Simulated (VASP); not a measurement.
# NaH (Fm-3m) in VASP: elastic constants with PBEsol

Aim: the elastic constants of NaH with PBEsol.

Program: VASP 6.6.1. These are calculated values, not measurements. Logs are shortened: lines on timing, memory, paths and dates and some standing lists are left out, and cuts for length are marked.

## (1) The cell of the first run

The structure is cubic, space group Fm-3m (No. 225). Conventional cell: a = 4.791 Å, b = 4.791 Å, c = 4.791 Å, α = 90.00°, β = 90.00°, γ = 90.00°. Na (site symmetry m-3m) has 6 H at 2.40 Å within 3.2 Å. Within 3.2 Å of H (site symmetry m-3m) lie 6 Na at 2.40 Å.

## (2) Elastic constants, PBEsol

File INCAR:

```
PREC     = Accurate       # precision mode
ENCUT    = 500            # plane-wave cutoff, eV
EDIFF    = 1E-8           # SCF threshold, eV
ISMEAR   = 0              # smearing method
SIGMA    = 0.01           # smearing width, eV
LREAL    = F              # projectors in reciprocal space
LASPH    = T              # aspherical terms in the spheres
NELM     = 120            # most SCF steps
ALGO     = Normal         # electronic algorithm
ISIF     = 3              # what is computed and relaxed
LWAVE    = F              # write WAVECAR
LCHARG   = F              # write CHGCAR
GGA      = PS             # functional
IBRION   = 6              # ionic algorithm
NFREE    = 2            
POTIM    = 0.015          # step
NSW      = 1              # ionic steps
GGA_COMPAT= F
```

File KPOINTS:

```
regular mesh
0
Gamma
  8 8 8
```

File POSCAR:

```
NaH
1.0
    0.0000000000      2.3956891057      2.3956891057
    2.3956891057      0.0000000000      2.3956891057
    2.3956891057      2.3956891057      0.0000000000
Na H
1 1
Direct
    0.0000000000      0.0000000000      0.0000000000
    0.5000000000      0.5000000000      0.5000000000
```

Potentials or basis: VASP PAW PBE potentials, release 64 (Na_pv, H).

Started as:

```
$ cat potpaw_PBE.64/Na_pv/POTCAR potpaw_PBE.64/H/POTCAR > POTCAR
$ mpirun -np 1 vasp_std > vasp.out
```

OUTCAR:

```text
PREC = Accurate
   ENCUT = 500
   EDIFF = 1E-8
   ISMEAR = 0
   LREAL = F
   LASPH = T
   NELM = 120
   ISIF = 3
   GGA = PS
   IBRION = 6
   NFREE = 2
   POTIM = 0.015
   NSW = 1

 ion  position               nearest neighbor table
   1  0.000  0.000  0.000-
   2  0.500  0.500  0.500-

  LATTYP: Found a face centered cubic cell.
 ALAT       =     4.7913782114

  Lattice vectors:

 A1 = (   0.0000000000,   2.3956891057,   2.3956891057)
 A2 = (   2.3956891057,   0.0000000000,   2.3956891057)
 A3 = (   2.3956891057,   2.3956891057,   0.0000000000)

Analysis of symmetry for initial positions (statically):
=====================================================================
 Subroutine PRICEL returns:
 Original cell was already a primitive cell.

 Routine SETGRP: Setting up the symmetry group for a
 face centered cubic supercell.

 Subroutine GETGRP returns: Found 48 space group operations
 (whereof 48 operations were pure point group operations)
 out of a pool of 48 trial point group operations.

The static configuration has the point symmetry O_h .

Analysis of symmetry for dynamics (positions and initial velocities):
=====================================================================
 Subroutine PRICEL returns:
 Original cell was already a primitive cell.

 Routine SETGRP: Setting up the symmetry group for a
 face centered cubic supercell.

 Subroutine GETGRP returns: Found 48 space group operations
 (whereof 48 operations were pure point group operations)
 out of a pool of 48 trial point group operations.

The dynamic configuration has the point symmetry O_h .

 Subroutine INISYM returns: Found 48 space group operations
 (whereof 48 operations are pure point group operations),
 and found     1 'primitive' translations

----------------------------------------------------------------------------------------

                                     Primitive cell

  volume of cell :      27.4993

  direct lattice vectors                    reciprocal lattice vectors
     0.000000000  2.395689106  2.395689106    -0.208708216  0.208708216  0.208708216
     2.395689106  0.000000000  2.395689106     0.208708216 -0.208708216  0.208708216
     2.395689106  2.395689106  0.000000000     0.208708216  0.208708216 -0.208708216

  length of vectors
     3.388016025  3.388016025  3.388016025     0.361493235  0.361493235  0.361493235

  position of ions in fractional coordinates (direct lattice)
     0.000000000  0.000000000  0.000000000
     0.500000000  0.500000000  0.500000000

  ion indices of the primitive-cell ions
   primitive index   ion index
                 1           1
                 2           2

----------------------------------------------------------------------------------------

 KPOINTS: regular mesh

Automatic generation of k-mesh.
 Grid dimensions read from file:
 generate k-points for:    8    8    8

 Generating k-lattice:
[... 99 lines left out ...]
 NGX is ok and might be reduce to    28
   NGX = 13   NGY = 13   NGZ = 13

--------------------------------------- Ionic step        1  -------------------------------------------

 number of electron       7.9999992 magnetization

 Free energy of the ion-electron system (eV)
  ---------------------------------------------------
  ext. energy  EPLUGINS =         0.00000000
  ---------------------------------------------------
  free energy    TOTEN  =        -5.08582511 eV

  energy without entropy =       -5.08582511  energy(sigma->0) =       -5.08582511

------------------------ aborting loop because EDIFF is reached ----------------------------------------

  FORCE on cell =-STRESS in cart. coord.  units (eV):
  Direction    XX          YY          ZZ          XY          YZ          ZX
  --------------------------------------------------------------------------------------
  -------------------------------------------------------------------------------------
  Total       -0.0064732     -0.0064732     -0.0064732      0.0000000      0.0000000      0.0000000
  in kB       -0.3771466     -0.3771466     -0.3771466      0.0000000      0.0000000      0.0000000
  external PRESSURE =      -0.3771466 kB  Pullay stress =       0.0000000 kB
[... 89 lines left out ...]
  FREE ENERGIE OF THE ION-ELECTRON SYSTEM (eV)
  ---------------------------------------------------
  free  energy   TOTEN  =        -5.0849266807 eV

  energy  without entropy=       -5.0849266807  energy(sigma->0) =       -5.08492668

[... ionic steps 4 to 14 ...]

--------------------------------------- Ionic step       15  -------------------------------------------

 number of electron       7.9999997 magnetization

------------------------ aborting loop because EDIFF is reached ----------------------------------------
[... 67 lines left out ...]
--------------------------------------- Ionic step       17  -------------------------------------------

 number of electron       7.9999992 magnetization

 Free energy of the ion-electron system (eV)
  ---------------------------------------------------
  ext. energy  EPLUGINS =         0.00000000
  ---------------------------------------------------
  free energy    TOTEN  =        -5.08571559 eV

  energy without entropy =       -5.08571559  energy(sigma->0) =       -5.08571559

 E-fermi :  -0.8915     XC(G=0):  -7.9778

 val. band max:       -1.0106033079   @ k =   0.5000   0.2500  -0.2500
 cond. band min:       2.5931368409   @ k =   0.5000   0.0000   0.0000
 fundamental gap:      3.6037401487
 Fermi energy:        -0.8914695844

 k-point     1 :       0.0000    0.0000    0.0000
  band No.  band energies     occupation
      1     -22.9666      2.00000
      2     -22.9666      2.00000
      3     -22.9666      2.00000
      4      -4.8091      2.00000
      5       9.6294      0.00000
      6      14.5752      0.00000
      7      14.5752      0.00000
      8      14.5762      0.00000
[... 243 lines left out ...]
 k-point    24 :      -0.3750    0.2500    0.1250
  band No.  band energies     occupation
      1     -23.0558      2.00000
      2     -23.0053      2.00000
      3     -22.9876      2.00000
      4      -1.5279      2.00000
      5       3.3854      0.00000
      6       6.7151      0.00000
      7      10.0084      0.00000
      8      14.0074      0.00000

 [... further k-points ...]
[... 5 lines left out ...]
  --------------------------------------------------------------------------------------
  -------------------------------------------------------------------------------------
  Total       -0.0051415     -0.0065476     -0.0065476     -0.0000000      0.0000000     -0.0000000
  in kB       -0.2995571     -0.3814811     -0.3814811     -0.0000000      0.0000000     -0.0000000
  external PRESSURE =      -0.3541731 kB  Pullay stress =       0.0000000 kB
[... 17 lines left out ...]
  FREE ENERGIE OF THE ION-ELECTRON SYSTEM (eV)
  ---------------------------------------------------
  free  energy   TOTEN  =        -5.0857155860 eV

  energy  without entropy=       -5.0857155860  energy(sigma->0) =       -5.08571559

 INTERNAL STRAIN TENSORS FROM STRAINED CELLS
 ============================================

 INTERNAL STRAIN TENSOR FOR ION    1 for displacements in x,y,z  (eV/Angst):
          X           Y           Z          XY          YZ          ZX
  --------------------------------------------------------------------------------
  x     0.00000     0.00000    -0.00000     0.00000    -0.00000     0.00000
  y    -0.00000     0.00000     0.00000    -0.00000    -0.00000     0.00000
  z     0.00000    -0.00000     0.00000     0.00000    -0.00000    -0.00000

 INTERNAL STRAIN TENSORS FROM DISPLACED ATOMS
 ============================================

 INTERNAL STRAIN TENSOR FOR ION    1 for displacements in x,y,z  (eV/Angst):
          X           Y           Z          XY          YZ          ZX
  --------------------------------------------------------------------------------
  x     0.00000     0.00000     0.00000     0.00000     0.00000     0.00000
  y     0.00000     0.00000     0.00000     0.00000     0.00000     0.00000
  z     0.00000     0.00000     0.00000     0.00000     0.00000     0.00000

 INTERNAL STRAIN TENSOR FOR ION    2 for displacements in x,y,z  (eV/Angst):
          X           Y           Z          XY          YZ          ZX
  --------------------------------------------------------------------------------
  x     0.00000     0.00000     0.00000     0.00000     0.00000     0.00000
  y     0.00000     0.00000     0.00000     0.00000     0.00000     0.00000
  z     0.00000     0.00000     0.00000     0.00000     0.00000     0.00000

 Eigenvectors and eigenvalues of the dynamical matrix
 ----------------------------------------------------

   1 f  =   15.744928 THz    98.928301 2PiTHz  525.194271 cm-1    65.115761 meV
             X         Y         Z           dx          dy          dz
      0.000000  0.000000  0.000000     0.000000    0.202075    0.000000
      2.395689  2.395689  2.395689     0.000000   -0.979370    0.000000
[... 21 lines left out ...]
   6 f/i=    0.033638 THz     0.211354 2PiTHz    1.122042 cm-1     0.139115 meV
             X         Y         Z           dx          dy          dz
      0.000000  0.000000  0.000000     0.000000   -0.979370    0.000000
      2.395689  2.395689  2.395689     0.000000   -0.202075    0.000000

--------------------------------------------------------------------------------------------------------

 ELASTIC MODULI CONTR FROM IONIC RELAXATION (kBar)
 Direction    XX          YY          ZZ          XY          YZ          ZX
 --------------------------------------------------------------------------------
 XX           0.0000      0.0000      0.0000      0.0000      0.0000      0.0000
 YY           0.0000      0.0000      0.0000      0.0000      0.0000      0.0000
 ZZ           0.0000      0.0000      0.0000      0.0000      0.0000      0.0000
 XY           0.0000      0.0000      0.0000      0.0000      0.0000      0.0000
 YZ           0.0000      0.0000      0.0000      0.0000      0.0000      0.0000
 ZX           0.0000      0.0000      0.0000      0.0000      0.0000      0.0000
 --------------------------------------------------------------------------------

 TOTAL ELASTIC MODULI (kBar)
 Direction    XX          YY          ZZ          XY          YZ          ZX
 --------------------------------------------------------------------------------
 XX         494.0865    126.8850    126.8850     -0.0000     -0.0000      0.0000
 YY         126.8850    494.0865    126.8850     -0.0000      0.0000      0.0000
 ZZ         126.8850    126.8850    494.0865     -0.0000     -0.0000      0.0000
 XY          -0.0000     -0.0000     -0.0000    229.5828      0.0000      0.0000
 YZ          -0.0000      0.0000     -0.0000      0.0000    229.5828      0.0000
 ZX           0.0000      0.0000      0.0000      0.0000      0.0000    229.5828
 --------------------------------------------------------------------------------
```

Run time: 2.9 min. Hardware: 1 thread of Intel Xeon 8259CL, shared host; peak memory 0.21 GiB.

What came out:

```yaml
Elastic_constants_C11_C12_C44: 49, 13, 23 GPa
Voigt_bulk_modulus: 25 GPa
Highest_phonon_frequency_at_Γ: 525 cm⁻¹
```

Phonon frequencies in cm⁻¹ (negative: imaginary):
```csv
q point,frequencies
"(0.000, 0.000, 0.000)",-1 -1 -1 525 525 525
```

Elastic tensor in Voigt notation (GPa, in the Cartesian axes of the cell as first typed):
```
49 13 13  0  0  0
13 49 13  0  0  0
13 13 49  0  0  0
 0  0  0 23  0  0
 0  0  0  0 23  0
 0  0  0  0  0 23
```

Clamped-ion elastic tensor (GPa):
```
49 13 13  0  0  0
13 49 13  0  0  0
13 13 49  0  0  0
 0  0  0 23  0  0
 0  0  0  0 23  0
 0  0  0  0  0 23
```

Caveat: the PAW data sets were made with another functional, which shifts forces and pressure a little.
